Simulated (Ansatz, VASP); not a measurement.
**CaO in VASP and in Ansatz**

POSCAR

```
CaO
1.0
    0.0000000000      2.2796010128      2.2796010128
    2.2796010128      0.0000000000      2.2796010128
    2.2796010128      2.2796010128      0.0000000000
Ca O
1 1
Direct
    0.0000000000      0.0000000000      0.0000000000
    0.5000000000      0.5000000000      0.5000000000
```

The input INCAR.step1:

```
SYSTEM = CaO
  PREC = Accurate
  ENCUT = 520
  ISMEAR = 0
  SIGMA = 0.05
  LREAL = .False.
  LASPH = .True.
  NELM = 80
  NBANDS = 15
  GGA = PE
  ALGO = Normal
  EDIFF = 1E-4
  LWAVE = .True.
  LCHARG = .False.
```

Contents of INCAR.step2:

```
SYSTEM = CaO
  PREC = Accurate
  ENCUT = 520
  EDIFF = 1E-7
  ISMEAR = 0
  SIGMA = 0.05
  LREAL = .False.
  LASPH = .True.
  NELM = 80
  ALGO = Normal
  ISIF = 2
  LWAVE = .False.
  LCHARG = .True.
  METAGGA = R2SCAN
  LMIXTAU = .True.
  LELF = .True.
  LVHAR = .True.
  NBANDS = 15
  ISTART = 1
```

The input KPOINTS:

```
regular mesh
0
Gamma
  10 10 10
  0 0 0
```

Input for Ansatz:

```yaml
crystal:
  lattice:
    - [0.0, 2.2796010128, 2.2796010128]
    - [2.2796010128, 0.0, 2.2796010128]
    - [2.2796010128, 2.2796010128, 0.0]
  atoms:
    - { symbol: Ca, position: [0.0, 0.0, 0.0] }
    - { symbol: O, position: [0.5, 0.5, 0.5] }
basis:
  ecutwfc: 500
  fft_grid_basis: typed
kpoints:
  mp_grid: { grid: [10, 10, 10] }
hamiltonian:
  xc: r2scan
scf:
  occupations: { method: gaussian, width: 0.05 }
output:
  forces: true
  stress: true
  eigenvalues: true
  bader: true
  write_density: true
  volumetric_format: npy
  elf: true
```

Alike in both runs: task single point; functional r2SCAN; k mesh 10 × 10 × 10; occupations gaussian, width 0.05 eV; no spin polarisation.

|  | VASP | Ansatz |
| --- | --- | --- |
| version | VASP 6.6.1 | Ansatz 0.2.0 |
| potentials or method | VASP PAW PBE potentials, release 64 (Ca_sv, O), cutoff 520 eV | scalar-relativistic, plane waves, PAW |
| valence electrons in the cell | 16 | 16 |

VASP gave:

```
gap on the k mesh at the Fermi level (eV) : 4.08
pressure (GPa)                            : 26.5
```

Which values does Ansatz return?

gap on the k mesh at the Fermi level (eV): 4.10; pressure (GPa): 24.5.

VASP's potentials were made for PBE, not for r2SCAN. With one functional, cell and mesh, what is left measures potentials, basis and numerics.
